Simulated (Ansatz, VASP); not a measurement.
Two plane-wave programs on MgS

```
Mg S
1.0
     0.00000    2.83088    2.83088
     2.83088    0.00000    2.83088
     2.83088    2.83088    0.00000
Mg S
1 1
Direct
  0.00000 0.00000 0.00000
  0.25000 0.25000 0.25000
```

Alike in both runs: task single point; functional PBE-based global hybrid; k mesh 4 × 4 × 4; no spin polarisation.

```csv
,VASP,Ansatz
version,VASP 6.6.1,Ansatz 0.2.0
potentials or method,"VASP PAW PBE potentials, release 64 (Mg, S)",plane waves
plane-wave cutoff (eV),520,420
occupations,"gaussian, width 0.01 eV",fixed
valence electrons in the cell,8,16
```

VASP gave:

- gap on the k mesh at the Fermi level (eV): 5.98
- pressure (GPa): -0.7

Question: Estimate Ansatz's values.

Answer: gap on the k mesh at the Fermi level (eV): 5.96; pressure (GPa): -0.4.

VASP's potentials were made for PBE, not for PBE-based global hybrid. VASP's potentials hold 8 valence electrons a cell and Ansatz's 16, so a difference there can come from the potentials and not from the codes. Ansatz's warnings: stress exchange threshold loose, stress scf threshold loose.

The k mesh is coarse, so the values compare programs but aren't converged.
